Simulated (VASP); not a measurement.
Write the native input for VASP 6.6.1 that does the following.

```
Task                   : single point
Functional             : r2SCAN
Potentials or basis    : VASP PAW PBE potentials, release 64 (Hf_pv, O)
Cutoff                 : 520 eV
k mesh                 : 8 × 8 × 8
Occupations            : gaussian, width 0.01 eV
Spin                   : no spin polarisation
Dipole correction      : no
Further INCAR settings : ALGO = Normal; EDIFF = 1e-07; NBANDS = 18
```

HfO2:

```
Hf O
1.0
     0.00000    2.50363    2.50363
     2.50363    0.00000    2.50363
     2.50363    2.50363    0.00000
Hf O
1 2
Direct
  0.00000 0.00000 0.00000
  0.25000 0.25000 0.25000
  0.75000 0.75000 0.75000
```

This cell differs from its parent crystal: volume changed by -3%.

The input as run:

POSCAR

```
HfO2
1.0
    0.0000000000      2.5036332751      2.5036332751
    2.5036332751      0.0000000000      2.5036332751
    2.5036332751      2.5036332751      0.0000000000
Hf O
1 2
Direct
    0.0000000000      0.0000000000      0.0000000000
    0.2500000000      0.2500000000      0.2500000000
    0.7500000000      0.7500000000      0.7500000000
```

INCAR.step1

```
  ALGO = Normal
  EDIFF = 1E-4
  ENCUT = 520
  GGA = PE
  ISMEAR = 0
  LASPH = True
  LCHARG = False
  LREAL = False
  LWAVE = True
  NBANDS = 18
  NELM = 100
  PREC = Accurate
  SIGMA = 0.01
```

INCAR.step2

```
  ALGO = Normal
  EDIFF = 1E-7
  ENCUT = 520
  ISIF = 2
  ISMEAR = 0
  ISTART = 1
  LASPH = True
  LCHARG = False
  LMIXTAU = True
  LREAL = False
  LWAVE = False
  METAGGA = R2SCAN
  NBANDS = 18
  NELM = 100
  PREC = Accurate
  SIGMA = 0.01
```

KPOINTS

```
k-points
0
Gamma
  8 8 8
```

Potentials or basis: VASP PAW PBE potentials, release 64 (Hf_pv, O).

Run with:

```sh
$ cat potpaw_PBE.64/Hf_pv/POTCAR potpaw_PBE.64/O/POTCAR > POTCAR
$ cp INCAR.step1 INCAR
$ mpirun -np 1 vasp_std > vasp.out
$ cp INCAR.step2 INCAR
$ mpirun -np 1 vasp_std > vasp.out
```

Results of the run:

```json
{"Pressure": "4.5 GPa", "Band gap on the k mesh": "4.41 eV, direct"}
```

Caveat: the PAW data sets were made with another functional, which shifts forces and pressure a little; spin-orbit coupling is left out, which moves the levels of the heavy elements.

Wall time 43 s on 1 thread of Intel(R) Xeon(R) 6975P-C (Granite Rapids), with other jobs on the host, peak memory 0.17 GiB.
